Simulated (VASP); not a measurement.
# Zr (P6_3/mmc) in VASP: notebook

Runs on Zr. Level: LDA. Tasks: single point.

All numbers are computed with VASP 6.6.1; they aren't measurements. Logs are shortened: lines on timing, memory, paths and dates and some standing lists are left out, and cuts for length are marked.

## (1) The cell of the first run

Symmetry: P6_3/mmc, No. 194, hexagonal system. Conventional cell: a = 3.144 Å, b = 3.144 Å, c = 5.089 Å, α = 90.00°, β = 90.00°, γ = 120.00°. Zr (site symmetry -6m2) has 12 Zr at 3.13 to 3.14 Å within 4.1 Å.

## (2) Single point, LDA

INCAR reads:

```
SYSTEM = Zr
  PREC = Accurate
  ENCUT = 520
  EDIFF = 1E-6
  ISMEAR = -1
  SIGMA = 0.1
  LREAL = .False.
  LASPH = .True.
  NELM = 100
  ALGO = Normal
  ISIF = 2
  LWAVE = .False.
  LCHARG = .False.
  NBANDS = 19
```

KPOINTS reads:

```
regular mesh
0
Gamma
  3 3 2
  0 0 0
```

POSCAR reads:

```
Zr
1.0
    3.1439658570      0.0000000000      0.0000000000
   -1.5719829285      2.7227543008      0.0000000000
    0.0000000000      0.0000000000      5.0894642375
Zr
2
Direct
    0.3333333333      0.6666666667      0.2500000000
    0.6666666667      0.3333333333      0.7500000000
```

Potentials or basis: VASP PAW LDA potentials, release 64 (Zr_sv).

Command:

```
> cat potpaw_LDA.64/Zr_sv/POTCAR > POTCAR
> mpirun -np 1 vasp_std > vasp.out
```

OUTCAR:

```text
SYSTEM = Zr
   PREC = Accurate
   ENCUT = 520
   EDIFF = 1E-6
   ISMEAR = -1
   LREAL = .False.
   LASPH = .True.
   NELM = 100
   ISIF = 2

 ion  position               nearest neighbor table
   1  0.333  0.667  0.250-   2 3.13   2 3.13   2 3.13   2 3.13   2 3.13   2 3.13
   2  0.667  0.333  0.750-   1 3.13   1 3.13   1 3.13   1 3.13   1 3.13   1 3.13

  LATTYP: Found a hexagonal cell.
 ALAT       =     3.1439658570
 C/A-ratio  =     1.6188039149

  Lattice vectors:

 A1 = (   3.1439658570,   0.0000000000,   0.0000000000)
 A2 = (  -1.5719829285,   2.7227543008,   0.0000000000)
 A3 = (   0.0000000000,   0.0000000000,   5.0894642375)

Analysis of symmetry for initial positions (statically):
=====================================================================
 Subroutine PRICEL returns:
 Original cell was already a primitive cell.

 Routine SETGRP: Setting up the symmetry group for a
 hexagonal supercell.

 Subroutine GETGRP returns: Found 24 space group operations
 (whereof 12 operations were pure point group operations)
 out of a pool of 24 trial point group operations.

The static configuration has the point symmetry D_3d.
 The point group associated with its full space group is D_6h.

Analysis of symmetry for dynamics (positions and initial velocities):
=====================================================================
 Subroutine PRICEL returns:
 Original cell was already a primitive cell.

 Routine SETGRP: Setting up the symmetry group for a
 hexagonal supercell.

 Subroutine GETGRP returns: Found 24 space group operations
 (whereof 12 operations were pure point group operations)
 out of a pool of 24 trial point group operations.

The dynamic configuration has the point symmetry D_3d.
 The point group associated with its full space group is D_6h.

 Subroutine INISYM returns: Found 24 space group operations
 (whereof 12 operations are pure point group operations),
 and found     1 'primitive' translations

----------------------------------------------------------------------------------------

                                     Primitive cell

  volume of cell :      43.5671

  direct lattice vectors                    reciprocal lattice vectors
     3.143965857  0.000000000  0.000000000     0.318069612  0.183637576  0.000000000
    -1.571982928  2.722754301  0.000000000     0.000000000  0.367275152  0.000000000
     0.000000000  0.000000000  5.089464237     0.000000000  0.000000000  0.196484336

  length of vectors
     3.143965857  3.143965857  5.089464237     0.367275152  0.367275152  0.196484336

  position of ions in fractional coordinates (direct lattice)
     0.333333333  0.666666667  0.250000000
     0.666666667  0.333333333  0.750000000

  ion indices of the primitive-cell ions
   primitive index   ion index
                 1           1
                 2           2

----------------------------------------------------------------------------------------

 KPOINTS: regular mesh

Automatic generation of k-mesh.
 Grid dimensions read from file:
 generate k-points for:    3    3    2

 Generating k-lattice:

  Cartesian coordinates                     Fractional coordinates (reciprocal lattice)
     0.106023204  0.061212525  0.000000000     0.333333333  0.000000000  0.000000000
     0.000000000  0.122425051  0.000000000     0.000000000  0.333333333  0.000000000
     0.000000000  0.000000000  0.098242168     0.000000000  0.000000000  0.500000000

  Length of vectors
     0.122425051  0.122425051  0.098242168

  Shift w.r.t. Gamma in fractional coordinates (k-lattice)
     0.000000000  0.000000000  0.000000000

 Subroutine IBZKPT returns following result:
 ===========================================

 Found      6 irreducible k-points:

 Following reciprocal coordinates:
            Coordinates               Weight
  0.000000  0.000000  0.000000      1.000000
  0.333333 -0.000000  0.000000      6.000000
  0.333333  0.333333  0.000000      2.000000
  0.000000  0.000000  0.500000      1.000000
  0.333333 -0.000000  0.500000      6.000000
  0.333333  0.333333  0.500000      2.000000
   k-points           NKPTS =      6   k-points in BZ     NKDIM =      6   number of bands    NBANDS=     19
   number of dos      NEDOS =    301   number of ions     NIONS =      2
   total plane-waves  NPLWV =  23040
   dimension x,y,z NGX =    24 NGY =   24 NGZ =   40
   dimension x,y,z NGXF=    48 NGYF=   48 NGZF=   80
   ions per type =               2
   NGX,Y,Z   is equivalent  to a cutoff of  12.69, 12.69, 13.07 a.u.
   NGXF,Y,Z  is equivalent  to a cutoff of  25.38, 25.38, 26.13 a.u.
 SYSTEM =  Zr
   PREC   = accura    normal or accurate (medium, high low for compatibility)
   ISTART =      0    job   : 0-new  1-cont  2-samecut
   ICHARG =      2    charge: 1-file 2-atom 10-const
   ISPIN  =      1    spin polarized calculation?
   LNONCOLLINEAR =      F non collinear calculations
   LSORBIT =      F    spin-orbit coupling
   LASPH  =      T    aspherical Exc in radial PAW
   ENCUT  =  520.0 eV  38.22 Ry    6.18 a.u.   5.85  5.85  9.46*2*pi/ulx,y,z
   NELM   =    100;   NELMIN=  2; NELMDL= -5     # of ELM steps
   EDIFF  = 0.1E-05   stopping-criterion for ELM
   LREAL  =      F    real-space projection
   EDIFFG = 0.1E-04   stopping-criterion for IOM
   NSW    =      0    number of steps for IOM
   IBRION =     -1    ionic relax: 0-MD 1-quasi-New 2-CG
   NFREE  =      0    steps in history (QN), initial steepest desc. (CG)
   ISIF   =      2    stress and relaxation
   ISYM   =      2    0-nonsym 1-usesym 2-fastsym
   POTIM  = 0.5000    time-step for ionic-motion
   TEBEG  =    0.0;   TEEND  =   0.0 temperature during run
   PSTRESS=    0.0 pullay stress
   NELECT =      24.0000    total number of electrons
   NUPDOWN=      -1.0000    fix difference up-down
   EMIN   =  10.00;   EMAX   =-10.00  energy-range for DOS
   EFERMI =   0.00;   METHOD = LEGACY
   ISMEAR =    -1;   SIGMA  =   0.10  broadening in eV -4-tet -1-fermi 0-gaus
   EFERMI_NEDOS =   21; number of points for ismear=-14 and -15
   IALGO  =     38    algorithm
   IMIX   =      4    mixing-type and parameters
     AMIX     =   0.40;   BMIX     =  1.00
     AMIX_MAG =   1.60;   BMIX_MAG =  1.00
  volume/ion in A,a.u.               =      21.78       147.00
  Fermi-wavevector in a.u.,A,eV,Ry     =   1.342020  2.536051 24.504349  1.801019
  Thomas-Fermi vector in A             =   2.470208
   LORBIT       =      0    0 simple, 1 ext, 2 COOP (PROOUT), +10 PAW based schemes
   GGA     = CA    functional components
   LHFCALC =     F    Hartree Fock is set to
   AEXX    =    0.0000 exact exchange contribution
   IVDW    =     0    specifies the selected vdW correction
   LEPSILON=     F    determine dielectric tensor
   LRPA    =     F    only Hartree local field effects (RPA)
 non-spin polarized calculation
  energy-cutoff  :      520.00
  volume of cell :       43.57
 maximum number of plane-waves:      1194
 NGX is ok and might be reduce to    24
   NGX = 11   NGY = 11   NGZ = 19

 number of electron      23.9999999 magnetization

 Free energy of the ion-electron system (eV)
  ---------------------------------------------------
  ext. energy  EPLUGINS =         0.00000000
  ---------------------------------------------------
  free energy    TOTEN  =       -18.74521078 eV

  energy without entropy =      -18.67809851  energy(sigma->0) =      -18.71165464

 E-fermi :   9.6243     XC(G=0): -11.6013

 val. band max:        9.6184827979   @ k =   0.3333   0.3333   0.5000
 cond. band min:       9.7992426711   @ k =   0.3333   0.3333   0.0000
 fundamental gap:      0.1807598732
 Fermi energy:         9.6243434180

 k-point     1 :       0.0000    0.0000    0.0000
  band No.  band energies     occupation
      1     -38.8847      2.00000
      2     -38.6890      2.00000
      3     -17.6458      2.00000
      4     -16.5941      2.00000
      5     -16.5941      2.00000
      6     -16.4333      2.00000
      7     -16.4333      2.00000
      8     -16.4225      2.00000
      9       3.8232      2.00000
     10       6.3259      2.00000
     11      10.4056      0.00081
     12      10.4056      0.00081
     13      10.4296      0.00064
     14      10.9696      0.00000
     15      11.1205      0.00000
     16      11.1205      0.00000
     17      11.9113      0.00000
     18      11.9113      0.00000
     19      14.3194      0.00000

 k-point     2 :       0.3333   -0.0000    0.0000
  band No.  band energies     occupation
      1     -38.7527      2.00000
      2     -38.6395      2.00000
      3     -17.2938      2.00000
      4     -17.2886      2.00000
      5     -17.1047      2.00000
      6     -16.7990      2.00000
      7     -16.5907      2.00000
      8     -16.5410      2.00000
      9       6.2514      2.00000
     10       7.2278      2.00000
     11       7.8474      2.00000
     12       9.1301      1.98582
     13      10.4053      0.00081
     14      10.4797      0.00039
     15      10.6056      0.00011
     16      13.1993      0.00000
     17      13.2800      0.00000
     18      13.7553      0.00000
     19      15.1176      0.00000

 k-point     3 :       0.3333    0.3333    0.0000
  band No.  band energies     occupation
      1     -38.6501      2.00000
      2     -38.6501      2.00000
      3     -17.3291      2.00000
      4     -17.1480      2.00000
      5     -17.1480      2.00000
      6     -16.9496      2.00000
      7     -16.8950      2.00000
      8     -16.8950      2.00000
      9       7.2501      2.00000
     10       8.2567      2.00000
     11       8.2567      2.00000
     12       8.4546      1.99998
     13       9.7992      0.29635
     14       9.7992      0.29635
     15      11.3832      0.00000
     16      14.1007      0.00000
     17      14.1007      0.00000
     18      14.4578      0.00000
     19      16.5072      0.00000

 k-point     4 :       0.0000    0.0000    0.5000
  band No.  band energies     occupation
      1     -38.7880      2.00000
      2     -38.7880      2.00000
      3     -17.0584      2.00000
      4     -17.0584      2.00000
      5     -16.5142      2.00000
      6     -16.5142      2.00000
      7     -16.5142      2.00000
      8     -16.5142      2.00000
      9       5.5664      2.00000
     10       5.5664      2.00000
     11       9.5442      1.38062
     12       9.5442      1.38062
     13      10.3375      0.00160
     14      10.3375      0.00160
     15      10.3375      0.00160
     16      10.3375      0.00160
     17      13.7732      0.00000
     18      13.7732      0.00000
     19      13.7732      0.00000

 k-point     5 :       0.3333   -0.0000    0.5000
  band No.  band energies     occupation
      1     -38.6964      2.00000
      2     -38.6964      2.00000
      3     -17.3905      2.00000
      4     -17.3905      2.00000
      5     -16.7437      2.00000
      6     -16.7437      2.00000
      7     -16.6717      2.00000
      8     -16.6717      2.00000
      9       6.6774      2.00000
     10       6.6774      2.00000
     11       8.5513      1.99996
     12       8.5513      1.99996
     13      10.4657      0.00044
     14      10.4657      0.00044
     15      11.8426      0.00000
     16      11.8426      0.00000
     17      14.1010      0.00000
     18      14.1010      0.00000
     19      14.4224      0.00000

 k-point     6 :       0.3333    0.3333    0.5000
  band No.  band energies     occupation
      1     -38.6499      2.00000
      2     -38.6499      2.00000
      3     -17.3912      2.00000
      4     -17.3912      2.00000
      5     -17.1433      2.00000
      6     -17.1433      2.00000
      7     -16.6331      2.00000
      8     -16.6331      2.00000
      9       7.9947      2.00000
     10       7.9947      2.00000
     11       8.2297      2.00000
     12       8.2297      2.00000
     13       9.6185      1.02929
     14       9.6185      1.02929
     15      11.6187      0.00000
     16      11.6187      0.00000
     17      14.3315      0.00000
     18      14.3315      0.00000
     19      18.2939      0.00000

------------------------ aborting loop because EDIFF is reached ----------------------------------------

  FORCE on cell =-STRESS in cart. coord.  units (eV):
  Direction    XX          YY          ZZ          XY          YZ          ZX
  --------------------------------------------------------------------------------------
  -------------------------------------------------------------------------------------
  Total       -0.7881245     -0.7881245      0.5321603      0.0000000     -0.0000000      0.0000000
  in kB      -28.9832487    -28.9832487     19.5701753      0.0000000     -0.0000000      0.0000000
  external PRESSURE =     -12.7987740 kB  Pullay stress =       0.0000000 kB

 VOLUME and BASIS-vectors are now :
 -----------------------------------------------------------------------------
  energy-cutoff  :      520.00
  volume of cell :       43.57
      direct lattice vectors                 reciprocal lattice vectors
     3.143965857  0.000000000  0.000000000     0.318069612  0.183637576  0.000000000
    -1.571982928  2.722754301  0.000000000     0.000000000  0.367275152  0.000000000
     0.000000000  0.000000000  5.089464237     0.000000000  0.000000000  0.196484336

 POSITION                                       TOTAL-FORCE (eV/Angst)
 -----------------------------------------------------------------------------------
     -0.00000      1.81517      1.27237         0.000000     -0.000000      0.000000
      1.57198      0.90758      3.81710        -0.000000      0.000000      0.000000
 -----------------------------------------------------------------------------------
    total drift:                                0.000000     -0.000000      0.000000

  FREE ENERGIE OF THE ION-ELECTRON SYSTEM (eV)
  ---------------------------------------------------
  free  energy   TOTEN  =       -18.7452107787 eV

  energy  without entropy=      -18.6780985093  energy(sigma->0) =      -18.71165464
```

It used 7.2 s of CPU time on 1 thread of AMD EPYC 7R13 Processor (Zen 3), on a shared host.

What came out:

| Quantity | Value |
| --- | --- |
| Free energy | -18.7452 eV |
| Pressure | -1.3 GPa |
| Band gap on the k mesh | zero (band 12 reaches 10.41 eV, above the bottom of band 13 at 9.62 eV) |

Caveat: the k points lie up to 0.77 Å⁻¹ apart.

## (3) Single point, LDA

INCAR reads:

```
PREC = Accurate ; ENCUT = 520
EDIFF = 1E-7 ; ISMEAR = -1
SIGMA = 0.1 ; LREAL = F
LASPH = T ; NELM = 80
ALGO = Normal ; ISIF = 2
LWAVE = F ; LCHARG = F
NBANDS = 19
```

KPOINTS reads:

```
regular mesh
0
Gamma
  4 4 2
```

POSCAR is that of step 2.

Potentials or basis: VASP PAW LDA potentials, release 64 (Zr_sv).

Command:

```
> cat potpaw_LDA.64/Zr_sv/POTCAR > POTCAR
> mpirun -np 1 vasp_std > vasp.out
```

It used 8.4 s of CPU time on 1 thread of AMD EPYC 7R13 Processor (Zen 3) (shared host).

It converged, with:

```yaml
Free_energy: -18.5547 eV
Pressure: 0.3 GPa
Band_gap_on_the_k_mesh: zero (band 12 reaches 10.42 eV, above the bottom of band 13 at 9.55 eV)
```

Stress tensor (GPa, compression positive):
```
 1.00  0.00  0.00
 0.00  1.00  0.00
 0.00  0.00 -1.00
```

Levels at points of the mesh, in eV from the Fermi level:
| k point | band 9 | band 10 | band 11 | band 12 | band 13 | band 14 | band 15 | band 16 |
| --- | --- | --- | --- | --- | --- | --- | --- | --- |
| (0.00, 0.00, 0.00) | -5.67 | -3.15 | 0.93 | 0.93 | 0.93 | 1.46 | 1.65 | 1.65 |
| (0.50, 0.00, 0.00) | -2.75 | -2.54 | -2.30 | 0.12 | 0.65 | 0.82 | 1.55 | 5.44 |
| (0.00, 0.00, 0.50) | -3.92 | -3.92 | 0.03 | 0.03 | 0.86 | 0.86 | 0.86 | 0.86 |
| (0.50, 0.00, 0.50) | -3.01 | -3.01 | -1.18 | -1.18 | 2.03 | 2.03 | 2.44 | 2.44 |

Caveat: the k points lie up to 0.62 Å⁻¹ apart.

[end of part 1 of 2]
